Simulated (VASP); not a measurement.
Crystal: Al.

```
Al
1.0
     0.00000    2.02073    2.02073
     2.02073    0.00000    2.02073
     2.02073    2.02073    0.00000
Al
1
Cartesian
  0.0000 0.0000 0.0000
```

| Item | Value |
| --- | --- |
| Program | VASP 6.6.1 |
| Task | relaxation of cell and atoms |
| Functional | PBE |
| Dispersion | D3(BJ) |
| Potentials or basis | VASP PAW PBE potentials, release 64 (Al) |
| Cutoff | 600 eV |
| k mesh | 18 × 18 × 18 |
| Occupations | gaussian, width 0.1 eV |
| Spin | no spin polarisation |

At the start: pressure -3.4 GPa; volume 16.50 Å³/atom.

**Question.** Where does the relaxation end?

**Answer.** Over 3 steps the energy falls by 8.1 meV/atom and the volume is 15.78 Å³/atom (-4.4 %); space group Fm-3m (No. 225, to 0.05 Å).

The path:
| step | energy change (eV) | largest force (eV/Å) | pressure (GPa) | volume (Å³) |
| --- | --- | --- | --- | --- |
| 1 | 0.0000 | 0.0000 | -3.43 | 16.50 |
| 2 | -0.0079 | 0.0000 | 0.60 | 15.67 |
| 3 | -0.0081 | 0.0000 | 0.01 | 15.78 |

Final structure:
```
Al
1.0
     0.00000    1.99079    1.99079
     1.99079    0.00000    1.99079
     1.99079    1.99079    0.00000
Al
1
Direct
  0.00000 0.00000 0.00000
```

Caveat: pairwise dispersion overbinds metals, which lowers pressure and volume.
